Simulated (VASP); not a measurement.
Wanted: the native input for a VASP 6.6.1 run.

- Task: single point
- Functional: PBE
- Potentials or basis: VASP PAW PBE potentials, release 64 (K_sv, F)
- Cutoff: 520 eV
- k mesh: 10 × 10 × 10
- Occupations: gaussian, width 0.05 eV
- Spin: no spin polarisation
- Dipole correction: no
- Further INCAR settings: ALGO = Normal; EDIFF = 1e-06; NBANDS = 15

The structure of KF lies in POSCAR:

```
KF
1.0
    0.0000000000      2.6718500000      2.6718500000
    2.6718500000      0.0000000000      2.6718500000
    2.6718500000      2.6718500000      0.0000000000
K F
1 1
Direct
    0.0000000000      0.0000000000      0.0000000000
    0.5000000000      0.5000000000      0.5000000000
```

One way to write it, as run:

INCAR

```
SYSTEM = KF
ALGO = Normal ; EDIFF = 1E-6
ENCUT = 520 ; GGA = PE
ISIF = 2 ; ISMEAR = 0
LASPH = .True. ; LCHARG = .False.
LREAL = .False. ; LWAVE = .False.
NBANDS = 15 ; NELM = 60
PREC = Accurate ; SIGMA = 0.05
```

KPOINTS

```
k-points
0
Gamma
  10 10 10
  0 0 0
```

Potentials or basis: VASP PAW PBE potentials, release 64 (K_sv, F).

Run with:

```sh
$ cat potpaw_PBE.64/K_sv/POTCAR potpaw_PBE.64/F/POTCAR > POTCAR
$ mpirun -np 1 vasp_std > vasp.out
```

Results of the run:

The pressure is 1.4 GPa. The band gap on the k mesh is 6.17 eV, direct.

Wall time 24 s on 1 thread of AMD EPYC 7R43 64-Core Processor (Zen 3) (shared host), peak memory 0.13 GiB.
